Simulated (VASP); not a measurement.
Input of a VASP 6.6.1 run:

File INCAR:

```
SYSTEM = MgS
PREC = Accurate
ENCUT = 520
EDIFF = 1E-6
ISMEAR = 0
SIGMA = 0.1
LREAL = .FALSE.
LASPH = .TRUE.
NELM = 60
ALGO = Normal
ISIF = 2
LWAVE = .FALSE.
LCHARG = .TRUE.
GGA = PE
LELF = .TRUE.
LVHAR = .TRUE.
NBANDS = 11
```

Contents of KPOINTS:

```
regular mesh
0
G
  6 6 6
  0 0 0
```

POSCAR

```
MgS
1.0
    0.0000000000      2.6000000000      2.6000000000
    2.6000000000      0.0000000000      2.6000000000
    2.6000000000      2.6000000000      0.0000000000
Mg S
1 1
Direct
    0.0000000000      0.0000000000      0.0000000000
    0.5000000000      0.5000000000      0.5000000000
```

Potentials or basis: VASP PAW PBE potentials, release 64 (Mg, S).

Command:

```console
$ cat potpaw_PBE.64/Mg/POTCAR potpaw_PBE.64/S/POTCAR > POTCAR
$ mpirun -np 1 vasp_std > vasp.out
```

Task: Predict the pressure.

Result: 1.0 GPa.

Task: Predict the band gap on the k mesh.

Result: 2.78 eV, indirect (least direct gap 3.72 eV).

A k mesh can miss the band edges. As with any semilocal functional, this PBE gap is likely too small.
